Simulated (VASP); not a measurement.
Here is a VASP 6.6.1 calculation.

Contents of INCAR:

```
SYSTEM = BaF2
ALGO     = Normal         ! electronic algorithm
EDIFF    = 1E-6           ! SCF threshold, eV
ENCUT    = 600            ! plane-wave cutoff, eV
GGA      = PS             ! functional
GGA_COMPAT= .FALSE.      
ISIF     = 2              ! what is computed and relaxed
ISMEAR   = 0              ! smearing method
LASPH    = .TRUE.         ! aspherical terms in the spheres
LCHARG   = .FALSE.        ! write CHGCAR
LREAL    = .FALSE.        ! projectors in reciprocal space
LWAVE    = .FALSE.        ! write WAVECAR
NBANDS   = 19             ! bands
NELM     = 120            ! most SCF steps
PREC     = Accurate       ! precision mode
SIGMA    = 0.01           ! smearing width, eV
```

File KPOINTS:

```
k-points
0
G
  6 6 6
  0 0 0
```

POSCAR

```
BaF2
1.0
    0.0000000000      2.9474809104      2.9474809104
    2.9474809104      0.0000000000      2.9474809104
    2.9474809104      2.9474809104      0.0000000000
Ba F
1 2
Direct
    0.0000000000      0.0000000000      0.0000000000
    0.2500000000      0.2500000000      0.2500000000
    0.7500000000      0.7500000000      0.7500000000
```

Potentials or basis: VASP PAW PBE potentials, release 64 (Ba_sv, F).

The run is started by

```bash
$ cat potpaw_PBE.64/Ba_sv/POTCAR potpaw_PBE.64/F/POTCAR > POTCAR
$ mpirun -np 1 vasp_std > vasp.out
```

Estimate the pressure.

12.1 GPa.

What does it give for the band gap on the k mesh?

7.26 eV, indirect (least direct gap 7.43 eV).

Caveat: the PAW data sets were made with another functional, which shifts forces and pressure a little; spin-orbit coupling is left out, which moves the levels of the heavy elements. A hybrid or GW would open this gap; PBEsol tends to underestimate it.
